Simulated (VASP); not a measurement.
A run of VASP 6.6.1 is set up as follows.

INCAR

```
SYSTEM = As
PREC = Accurate
ENCUT = 520
EDIFF = 1E-6
ISMEAR = -1
SIGMA = 0.1
LREAL = .FALSE.
LASPH = .TRUE.
NELM = 60
ALGO = Normal
ISIF = 2
LWAVE = .FALSE.
LCHARG = .FALSE.
GGA = RP
NBANDS = 30
```

KPOINTS

```
Automatic mesh
0
G
  6 6 6
  0 0 0
```

POSCAR

```
As
1.0
    5.4371526691      0.0000000000      0.0000000000
    0.0000000000      5.4371526691      0.0000000000
    0.0000000000      0.0000000000      5.4371526691
As
8
Direct
    0.0000000000      1.0000000000      1.0000000000
    0.5000000000      0.5000000000      0.5000000000
    0.2500000000      0.0000000000      0.5000000000
    0.7500000000      0.0000000000      0.5000000000
    0.5000000000      0.2500000000      1.0000000000
    0.5000000000      0.7500000000      1.0000000000
    1.0000000000      0.5000000000      0.2500000000
    1.0000000000      0.5000000000      0.7500000000
```

Potentials or basis: VASP PAW PBE potentials, release 64 (As).

Command:

```console
$ cat potpaw_PBE.64/As/POTCAR > POTCAR
$ mpirun -np 1 vasp_std > vasp.out
```

Task: What does it give for the pressure?

Result: -0.3 GPa.

Task: Predict the band gap on the k mesh.

Result: Zero (band 20 reaches 6.30 eV, above the bottom of band 21 at 5.72 eV).

Caveat: the PAW data sets were made with another functional, which shifts forces and pressure a little.
